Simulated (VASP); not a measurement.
# NaF (Villiaumite) (Fm-3m) in VASP: single point with LDA

Aim: the single point of NaF (Villiaumite) with LDA.

All numbers are computed with VASP 6.6.1; they aren't measurements. Logs are shortened: lines on timing, memory, paths and dates and some standing lists are left out, and cuts for length are marked.

**1. The cell of the first run**

It takes space group Fm-3m (No. 225, cubic). The conventional cell has a = 4.640 Å, b = 4.640 Å, c = 4.640 Å, α = 90.00°, β = 90.00°, γ = 90.00°. Within 3.1 Å of Na (site symmetry m-3m) lie 6 F at 2.32 Å. Within 3.1 Å of F (site symmetry m-3m) lie 6 Na at 2.32 Å.

**2. Single point, LDA**

INCAR

```
ALGO = Normal
EDIFF = 1E-6
ENCUT = 600
GGA = CA
GGA_COMPAT = False
ISIF = 2
ISMEAR = 0
LASPH = True
LCHARG = False
LREAL = False
LWAVE = False
NBANDS = 14
NELM = 120
PREC = Accurate
SIGMA = 0.01
```

KPOINTS

```
k-points
0
Gamma
  7 7 7
```

POSCAR

```
NaF
1.0
    3.2809750000      0.0000000000      0.0000000000
    1.6404875000      2.8414076992      0.0000000000
    1.6404875000      0.9471358997      2.6789048696
Na F
1 1
Direct
    0.0000000000      0.0000000000      0.0000000000
    0.5000000000      0.5000000000      0.5000000000
```

Potentials or basis: VASP PAW LDA potentials, release 64 (Na_pv, F).

Command:

```sh
$ cat potpaw_LDA.64/Na_pv/POTCAR potpaw_LDA.64/F/POTCAR > POTCAR
$ mpirun -np 1 vasp_std > vasp.out
```

OUTCAR:

```text
EDIFF = 1E-6
   ENCUT = 600
   GGA = CA
   ISIF = 2
   ISMEAR = 0
   LASPH = True
   LREAL = False
   NELM = 120
   PREC = Accurate

 ion  position               nearest neighbor table
   1  0.000  0.000  0.000-   2 2.32   2 2.32   2 2.32   2 2.32   2 2.32   2 2.32
   2  0.500  0.500  0.500-   1 2.32   1 2.32   1 2.32   1 2.32   1 2.32   1 2.32

  LATTYP: Found a face centered cubic cell.
 ALAT       =     4.6399993428

  Lattice vectors:

 A1 = (   3.2809750000,   0.0000000000,   0.0000000000)
 A2 = (   1.6404875000,   2.8414076992,   0.0000000000)
 A3 = (   1.6404875000,   0.9471358997,   2.6789048696)

Analysis of symmetry for initial positions (statically):
=====================================================================
 Subroutine PRICEL returns:
 Original cell was already a primitive cell.

 Routine SETGRP: Setting up the symmetry group for a
 face centered cubic supercell.

 Subroutine GETGRP returns: Found 48 space group operations
 (whereof 48 operations were pure point group operations)
 out of a pool of 48 trial point group operations.

The static configuration has the point symmetry O_h .

Analysis of symmetry for dynamics (positions and initial velocities):
=====================================================================
 Subroutine PRICEL returns:
 Original cell was already a primitive cell.

 Routine SETGRP: Setting up the symmetry group for a
 face centered cubic supercell.

 Subroutine GETGRP returns: Found 48 space group operations
 (whereof 48 operations were pure point group operations)
 out of a pool of 48 trial point group operations.

The dynamic configuration has the point symmetry O_h .

 Subroutine INISYM returns: Found 48 space group operations
 (whereof 48 operations are pure point group operations),
 and found     1 'primitive' translations

----------------------------------------------------------------------------------------

                                     Primitive cell

  volume of cell :      24.9743

  direct lattice vectors                    reciprocal lattice vectors
     3.280975000  0.000000000  0.000000000     0.304787449 -0.175969116 -0.124428955
     1.640487500  2.841407699  0.000000000     0.000000000  0.351938231 -0.124428955
     1.640487500  0.947135900  2.678904870     0.000000000  0.000000000  0.373286865

  length of vectors
     3.280975000  3.280975000  3.280975000     0.373286865  0.373286865  0.373286865

  position of ions in fractional coordinates (direct lattice)
     0.000000000  0.000000000  0.000000000
     0.500000000  0.500000000  0.500000000

  ion indices of the primitive-cell ions
   primitive index   ion index
                 1           1
                 2           2

----------------------------------------------------------------------------------------

 KPOINTS: k-points

Automatic generation of k-mesh.
 Grid dimensions read from file:
 generate k-points for:    7    7    7

 Generating k-lattice:

  Cartesian coordinates                     Fractional coordinates (reciprocal lattice)
     0.043541064 -0.025138445 -0.017775565     0.142857143  0.000000000  0.000000000
     0.000000000  0.050276890 -0.017775565     0.000000000  0.142857143  0.000000000
     0.000000000  0.000000000  0.053326695     0.000000000  0.000000000  0.142857143

  Length of vectors
     0.053326695  0.053326695  0.053326695

  Shift w.r.t. Gamma in fractional coordinates (k-lattice)
     0.000000000  0.000000000  0.000000000

 Subroutine IBZKPT returns following result:
 ===========================================

 Found     20 irreducible k-points:

 Following reciprocal coordinates:
            Coordinates               Weight
  0.000000  0.000000  0.000000      1.000000
  0.142857  0.000000  0.000000      8.000000
  0.285714  0.000000  0.000000      8.000000
  0.428571 -0.000000 -0.000000      8.000000
  0.142857  0.142857  0.000000      6.000000
  0.285714  0.142857  0.000000     24.000000
[... 12 lines left out ...]
 -0.428571  0.428571  0.142857     24.000000
 -0.285714  0.428571  0.142857     24.000000
   k-points           NKPTS =     20   k-points in BZ     NKDIM =     20   number of bands    NBANDS=     14
   number of dos      NEDOS =    301   number of ions     NIONS =      2
   total plane-waves  NPLWV =  21952
   dimension x,y,z NGX =    28 NGY =   28 NGZ =   28
   dimension x,y,z NGXF=    56 NGYF=   56 NGZF=   56
   ions per type =               1   1
   NGX,Y,Z   is equivalent  to a cutoff of  14.19, 14.19, 14.19 a.u.
   NGXF,Y,Z  is equivalent  to a cutoff of  28.38, 28.38, 28.38 a.u.
 SYSTEM =  unknown system
   PREC   = accura    normal or accurate (medium, high low for compatibility)
   ISTART =      0    job   : 0-new  1-cont  2-samecut
   ICHARG =      2    charge: 1-file 2-atom 10-const
   ISPIN  =      1    spin polarized calculation?
   LNONCOLLINEAR =      F non collinear calculations
   LSORBIT =      F    spin-orbit coupling
   LASPH  =      T    aspherical Exc in radial PAW
   ENCUT  =  600.0 eV  44.10 Ry    6.64 a.u.   6.55  6.55  6.55*2*pi/ulx,y,z
   NELM   =    120;   NELMIN=  2; NELMDL= -5     # of ELM steps
   EDIFF  = 0.1E-05   stopping-criterion for ELM
   LREAL  =      F    real-space projection
   EDIFFG = 0.1E-04   stopping-criterion for IOM
   NSW    =      0    number of steps for IOM
   IBRION =     -1    ionic relax: 0-MD 1-quasi-New 2-CG
   NFREE  =      0    steps in history (QN), initial steepest desc. (CG)
   ISIF   =      2    stress and relaxation
   ISYM   =      2    0-nonsym 1-usesym 2-fastsym
   POTIM  = 0.5000    time-step for ionic-motion
   TEBEG  =    0.0;   TEEND  =   0.0 temperature during run
   PSTRESS=    0.0 pullay stress
   NELECT =      14.0000    total number of electrons
   NUPDOWN=      -1.0000    fix difference up-down
   EMIN   =  10.00;   EMAX   =-10.00  energy-range for DOS
   EFERMI =   0.00;   METHOD = LEGACY
   ISMEAR =     0;   SIGMA  =   0.01  broadening in eV -4-tet -1-fermi 0-gaus
   EFERMI_NEDOS =   21; number of points for ismear=-14 and -15
   IALGO  =     38    algorithm
   IMIX   =      4    mixing-type and parameters
     AMIX     =   0.40;   BMIX     =  1.00
     AMIX_MAG =   1.60;   BMIX_MAG =  1.00
  volume/ion in A,a.u.               =      12.49        84.27
  Fermi-wavevector in a.u.,A,eV,Ry     =   1.349852  2.550851 24.791193  1.822101
  Thomas-Fermi vector in A             =   2.477405
   LORBIT       =      0    0 simple, 1 ext, 2 COOP (PROOUT), +10 PAW based schemes
   GGA     = CA    functional components
   LHFCALC =     F    Hartree Fock is set to
   AEXX    =    0.0000 exact exchange contribution
   IVDW    =     0    specifies the selected vdW correction
   LEPSILON=     F    determine dielectric tensor
   LRPA    =     F    only Hartree local field effects (RPA)
 non-spin polarized calculation
 Gauss-broadening in eV      SIGMA  =   0.01
  energy-cutoff  :      600.00
  volume of cell :       24.97
 maximum number of plane-waves:       869
 NGX is ok and might be reduce to    28
   NGX = 13   NGY = 13   NGZ = 13

 number of electron      13.9999997 magnetization

 Free energy of the ion-electron system (eV)
  ---------------------------------------------------
  ext. energy  EPLUGINS =         0.00000000
  ---------------------------------------------------
  free energy    TOTEN  =        -9.30454241 eV

  energy without entropy =       -9.30454241  energy(sigma->0) =       -9.30454241

 E-fermi :  -2.4814     XC(G=0):  -9.9243

 val. band max:       -2.5316113832   @ k =   0.0000   0.0000   0.0000
 cond. band min:       3.4055023624   @ k =   0.0000   0.0000   0.0000
 fundamental gap:      5.9371137456
 Fermi energy:        -2.4814487358

 k-point     1 :       0.0000    0.0000    0.0000
  band No.  band energies     occupation
      1     -21.3011      2.00000
      2     -21.3011      2.00000
      3     -21.3011      2.00000
      4     -21.2851      2.00000
      5      -2.5316      2.00000
      6      -2.5316      2.00000
      7      -2.5316      2.00000
      8       3.4055      0.00000
      9      15.9790      0.00000
     10      15.9790      0.00000
     11      15.9790      0.00000
     12      18.7816      0.00000
     13      21.0062      0.00000
     14      21.0062      0.00000

 k-point     2 :       0.1429    0.0000    0.0000
  band No.  band energies     occupation
      1     -21.6474      2.00000
      2     -21.3035      2.00000
      3     -21.3035      2.00000
      4     -20.9103      2.00000
      5      -2.9254      2.00000
      6      -2.5822      2.00000
      7      -2.5822      2.00000
      8       4.1140      0.00000
      9      13.9155      0.00000
     10      16.2817      0.00000
     11      16.2817      0.00000
     12      20.2991      0.00000
     13      20.2991      0.00000
     14      20.9401      0.00000

 k-point     3 :       0.2857    0.0000    0.0000
  band No.  band energies     occupation
      1     -21.9132      2.00000
      2     -21.3089      2.00000
      3     -21.3089      2.00000
      4     -20.5795      2.00000
      5      -3.6424      2.00000
      6      -2.6938      2.00000
      7      -2.6938      2.00000
      8       5.7162      0.00000
      9      11.6403      0.00000
     10      16.8644      0.00000
     11      16.8644      0.00000
     12      19.6711      0.00000
     13      19.6711      0.00000
     14      21.1985      0.00000
[... 256 lines left out ...]
 k-point    19 :      -0.4286    0.4286    0.1429
  band No.  band energies     occupation
      1     -21.6601      2.00000
      2     -21.3901      2.00000
      3     -21.3710      2.00000
      4     -20.7253      2.00000
      5      -3.7275      2.00000
      6      -3.1191      2.00000
      7      -3.0131      2.00000
      8       9.3272      0.00000
      9      10.3788      0.00000
     10      12.3423      0.00000
     11      15.2559      0.00000
     12      17.9782      0.00000
     13      22.6588      0.00000
     14      23.4891      0.00000

 k-point    20 :      -0.2857    0.4286    0.1429
  band No.  band energies     occupation
      1     -21.7190      2.00000
      2     -21.4092      2.00000
      3     -21.3672      2.00000
      4     -20.6379      2.00000
      5      -3.5032      2.00000
      6      -3.4646      2.00000
      7      -3.0134      2.00000
      8       9.8651      0.00000
      9      10.2712      0.00000
     10      12.2777      0.00000
     11      14.6657      0.00000
     12      19.1213      0.00000
     13      21.4736      0.00000
     14      24.1373      0.00000

------------------------ aborting loop because EDIFF is reached ----------------------------------------

  FORCE on cell =-STRESS in cart. coord.  units (eV):
  Direction    XX          YY          ZZ          XY          YZ          ZX
  --------------------------------------------------------------------------------------
  -------------------------------------------------------------------------------------
  Total       -0.7291853     -0.7291853     -0.7291853      0.0000000      0.0000000      0.0000000
  in kB      -46.7794072    -46.7794072    -46.7794072      0.0000000      0.0000000      0.0000000
  external PRESSURE =     -46.7794072 kB  Pullay stress =       0.0000000 kB

 VOLUME and BASIS-vectors are now :
 -----------------------------------------------------------------------------
  energy-cutoff  :      600.00
  volume of cell :       24.97
      direct lattice vectors                 reciprocal lattice vectors
     3.280975000  0.000000000  0.000000000     0.304787449 -0.175969116 -0.124428955
     1.640487500  2.841407699  0.000000000     0.000000000  0.351938231 -0.124428955
     1.640487500  0.947135900  2.678904870     0.000000000  0.000000000  0.373286865

 POSITION                                       TOTAL-FORCE (eV/Angst)
 -----------------------------------------------------------------------------------
      0.00000      0.00000      0.00000         0.000000      0.000000      0.000000
      3.28098      1.89427      1.33945        -0.000000     -0.000000      0.000000
 -----------------------------------------------------------------------------------
    total drift:                                0.000000      0.000000      0.000000

  FREE ENERGIE OF THE ION-ELECTRON SYSTEM (eV)
  ---------------------------------------------------
  free  energy   TOTEN  =        -9.3045424102 eV

  energy  without entropy=       -9.3045424102  energy(sigma->0) =       -9.30454241
```

Run time: 14 s. Hardware: 1 thread of Intel Xeon 8259CL, shared host; peak memory 0.13 GiB.

What came out:

- Free energy: -9.3045 eV
- Pressure: -4.7 GPa
- Band gap on the k mesh: 5.94 eV, direct

A hybrid or GW would open this gap; LDA tends to underestimate it.
